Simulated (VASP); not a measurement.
# Ag: single point with PBEsol

Ag:

```
Ag
1.0
     2.86746    0.00000    0.00000
    -1.43373    2.48330    0.00000
     0.00000    0.00000    9.36508
Ag
4
Direct
  0.00000 0.00000 0.00000
  0.00000 0.00000 0.50000
  0.33333 0.66667 0.25000
  0.66667 0.33333 0.75000
```

```
Program                : VASP 6.6.1
Task                   : single point
Functional             : PBEsol
Potentials or basis    : VASP PAW PBE potentials, release 64 (Ag)
Cutoff                 : 520 eV
k mesh                 : 24 × 24 × 6
Occupations            : gaussian, width 0.1 eV
Spin                   : no spin polarisation
Dipole correction      : no
Further INCAR settings : ALGO = Fast; EDIFF = 1e-07; NBANDS = 30
```

| Property | Result |
| --- | --- |
| Pressure | -0.3 GPa |
| Band gap on the k mesh | zero (band 22 reaches 12.06 eV, above the bottom of band 23 at 5.48 eV) |

Stress tensor (GPa, compression positive):
```
-0.38  0.00  0.00
 0.00 -0.38  0.00
 0.00  0.00 -0.03
```

Levels at points of the mesh, in eV from the Fermi level:
```csv
k point,band 19,band 20,band 21,band 22,band 23,band 24,band 25,band 26
"(0.00, 0.00, 0.00)",-3.67,-3.44,-3.44,-3.03,-3.03,-0.56,3.67,11.23
"(0.50, 0.00, 0.00)",-2.83,-2.80,-0.33,0.60,0.99,1.52,4.38,4.45
"(0.00, 0.00, 0.50)",-3.20,-3.20,-3.20,-3.20,-2.61,-2.61,6.55,6.55
"(0.50, 0.00, 0.50)",-2.84,-2.84,0.15,0.15,1.35,1.35,4.79,4.79
```

Run time: 4.5 min on 1 thread of Intel(R) Xeon(R) Platinum 8488C (Sapphire Rapids), on a shared host, peak memory 0.45 GiB.

Caveat: the PAW data sets were made with another functional, which shifts forces and pressure a little.
